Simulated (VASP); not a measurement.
Wanted: the native input for a VASP 6.6.1 run.

```yaml
Task: single point
Functional: LDA
Potentials_or_basis: VASP PAW LDA potentials, release 64 (Ba_sv, Ti_sv, O)
Cutoff: 520 eV
k_mesh: 7 × 7 × 7
Occupations: fermi-dirac, width 0.05 eV
Spin: no spin polarisation
Dipole_correction: no
Further_INCAR_settings: ALGO = Normal; EDIFF = 1e-06; NBANDS = 28
```

The structure of BaTiO3 lies in POSCAR:

```
BaTiO3
1.0
    3.9729548958      0.0000000000      0.0000000000
    0.0000000000      3.9729548958      0.0000000000
    0.0000000000      0.0000000000      3.9910327445
Ba Ti O
1 1 3
Direct
    0.0000000000      0.0000000000      0.0000000000
    0.5000000000      0.5000000000      0.4900000000
    0.0000000000      0.5000000000      0.5170000000
    0.5000000000      0.0000000000      0.5170000000
    0.5000000000      0.5000000000      0.0190000000
```

This cell differs from its parent crystal: volume scaled by 0.98.

The input as run:

INCAR

```
PREC     = Accurate       # precision mode
ENCUT    = 520            # plane-wave cutoff, eV
EDIFF    = 1E-6           # SCF threshold, eV
ISMEAR   = -1             # smearing method
SIGMA    = 0.05           # smearing width, eV
LREAL    = False          # projectors in reciprocal space
LASPH    = True           # aspherical terms in the spheres
NELM     = 100            # most SCF steps
ALGO     = Normal         # electronic algorithm
ISIF     = 2              # what is computed and relaxed
LWAVE    = False          # write WAVECAR
LCHARG   = False          # write CHGCAR
GGA      = CA             # functional
NBANDS   = 28             # bands
```

KPOINTS

```
regular mesh
0
Gamma
  7 7 7
```

Potentials or basis: VASP PAW LDA potentials, release 64 (Ba_sv, Ti_sv, O).

Run with:

```sh
$ cat potpaw_LDA.64/Ba_sv/POTCAR potpaw_LDA.64/Ti_sv/POTCAR potpaw_LDA.64/O/POTCAR > POTCAR
$ mpirun -np 1 vasp_std > vasp.out
```

Results of the run:

| Property | Result |
| --- | --- |
| Pressure | -3.1 GPa |
| Largest force | 0.235 eV/Å |
| Band gap on the k mesh | 1.82 eV, indirect (least direct gap 2.00 eV) |

Caveat: spin-orbit coupling is left out, which moves the levels of the heavy elements.

Run time: 30 s on 1 thread of Intel(R) Xeon(R) 6975P-C (Granite Rapids), on a shared host, peak memory 0.19 GiB.
